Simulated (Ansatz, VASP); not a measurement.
# Ca in VASP and in Ansatz

Contents of INCAR:

```
SYSTEM = Ca
ALGO = Normal
EDIFF = 1E-7
ENCUT = 520
GGA = RP
ISIF = 2
ISMEAR = -1
LASPH = .True.
LCHARG = .False.
LREAL = .False.
LWAVE = .False.
NBANDS = 17
NELM = 60
PREC = Accurate
SIGMA = 0.1
```

KPOINTS

```
k-points
0
Gamma
  10 10 6
  0 0 0
```

POSCAR

```
Ca
1.0
    3.8103301345      0.0000000000      0.0000000000
   -1.9051650673      3.2998426933      0.0000000000
    0.0000000000      0.0000000000      6.2549343395
Ca
2
Direct
    0.3333333333      0.6666666667      0.2500000000
    0.6666666667      0.3333333333      0.7500000000
```

Input for Ansatz:

```yaml
crystal:
  lattice:
    - [3.8103301345, 0.0, 0.0]
    - [-1.9051650673, 3.2998426933, 0.0]
    - [0.0, 0.0, 6.2549343395]
  atoms:
    - { symbol: Ca, position: [0.3333333333, 0.6666666667, 0.25] }
    - { symbol: Ca, position: [0.6666666667, 0.3333333333, 0.75] }
hamiltonian:
  xc: rpbe
  pseudopotentials:
    kind: paw
    azcp:
      Ca: "pseudopotentials/Ca.paw.azcp"
basis:
  ecutwfc: 420
  fft_grid_basis: typed
kpoints:
  mp_grid: { grid: [10, 10, 6], shift: [0, 0, 0] }
magnetization:
  spin_polarized: false
scf:
  occupations: { method: fermi_dirac, width: 0.1 }
  lower_state_search: "off"
output:
  stress: true
```

Alike in both runs: task single point; functional RPBE; k mesh 10 × 10 × 6; occupations fermi-dirac, width 0.1 eV; no spin polarisation.

|  | VASP | Ansatz |
| --- | --- | --- |
| version | VASP 6.6.1 | Ansatz 0.2.0 |
| potentials or method | VASP PAW PBE potentials, release 64 (Ca_sv), cutoff 520 eV | plane waves (420 eV) with PAW, scalar-relativistic |
| valence electrons in the cell | 20 | 20 |

|  | VASP | Ansatz | Ansatz less VASP |
| --- | --- | --- | --- |
| pressure (GPa) | 2.6 | 2.6 | -0.01 |
| traceless stress, the component that is largest in VASP (GPa) | 0.15 | 0.15 | -0.002 |

VASP's potentials were made for PBE, not for RPBE.
